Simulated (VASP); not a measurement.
# NaHF2: single point with PBEsol

The system is NaHF2.

```
CELL_PARAMETERS angstrom
1.73909 1.00406 4.57730
-1.73909 1.00406 4.57730
0.00000 -2.00813 4.57730
ATOMIC_POSITIONS crystal
Na 0.00000 0.00000 0.00000
H 0.50000 0.50000 0.50000
F 0.41683 0.41683 0.41683
F 0.58317 0.58317 0.58317
```

```json
{
  "Program": "VASP 6.6.1",
  "Task": "single point",
  "Functional": "PBEsol",
  "Potentials or basis": "VASP PAW PBE potentials, release 64 (Na_pv, H, F)",
  "Cutoff": "520 eV",
  "k mesh": "12 × 12 × 12",
  "Occupations": "fermi-dirac, width 0.1 eV",
  "Spin": "no spin polarisation"
}
```

The pressure is 0.0 GPa. The largest force is 0.063 eV/Å and the band gap on the k mesh is 6.88 eV, indirect (least direct gap 7.05 eV).

Forces in eV/Å, atoms in the order of the input:
```
Na   0.000  0.000  0.000
H    0.000  0.000  0.000
F    0.000  0.000 -0.063
F    0.000  0.000  0.063
```

Stress tensor (GPa, compression positive):
```
-0.23  0.00  0.00
 0.00 -0.23  0.00
 0.00  0.00  0.39
```

Levels at points of the mesh, in eV from the valence-band top:
| k point | band 9 | band 10 | band 11 | band 12 | band 13 | band 14 |
| --- | --- | --- | --- | --- | --- | --- |
| (0.00, 0.00, 0.00) | -0.24 | -0.24 | -0.17 | 6.88 | 13.21 | 14.46 |
| (0.50, 0.00, 0.00) | -0.51 | -0.36 | -0.33 | 11.02 | 11.76 | 15.21 |
| (0.50, 0.50, 0.00) | -0.81 | -0.54 | -0.12 | 11.92 | 12.09 | 13.62 |
| (0.50, 0.50, 0.50) | -0.72 | 0.00 | 0.00 | 8.64 | 9.80 | 16.18 |

Wall time 4.1 min on 1 thread of Intel Xeon 6975P-C (shared host), peak memory 0.33 GiB.

Caveat: the PAW data sets were made with another functional, which shifts forces and pressure a little. A hybrid or GW would open this gap; PBEsol tends to underestimate it.
